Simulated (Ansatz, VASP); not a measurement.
## CdGeAs2: VASP beside Ansatz

```xyz
8
Lattice="-3.0087 3.0087 5.7018 3.0087 -3.0087 5.7018 3.0087 3.0087 -5.7018" Properties=species:S:1:pos:R:3 pbc="T T T"
Cd    0.0000    0.0000    5.7018
Cd    3.0087    0.0000    2.8509
As    1.5043    1.3311   -1.4255
As    1.6775   -1.5043    7.1273
As    1.5043    1.6775    4.2764
As    1.3311    4.5130    1.4255
Ge    0.0000    3.0087    2.8509
Ge    0.0000    0.0000    0.0000
```

Change from the starting cell: volume scaled by 1.02.

Alike in both runs: task single point; functional PBEsol; k mesh 6 × 6 × 6; occupations fermi-dirac, width 0.05 eV; no spin polarisation.

|  | VASP | Ansatz |
| --- | --- | --- |
| version | VASP 6.6.1 | Ansatz 0.2.0 |
| potentials or method | VASP PAW PBE potentials, release 64 (Cd, As, Ge_d), cutoff 520 eV | all-electron LAPW, scalar-relativistic |

```tsv
	VASP	Ansatz	Ansatz less VASP
gap on the k mesh at the Fermi level (eV)	0.19	0.19	0.000
least direct gap on the mesh (eV)	0.21	0.21	+0.002
pressure (GPa)	-1.6	-1.8	-0.21
traceless stress, the component that is largest in VASP (GPa)	0.08	0.08	+0.004
rms of the force components (eV/Å)	0.060	0.063	+0.0026
```

VASP's potentials were made for PBE, not for PBEsol. Atom by atom the forces differ by 0.003 eV/Å (rms over components). Ansatz ran all-electron here, and VASP with PAW potentials.
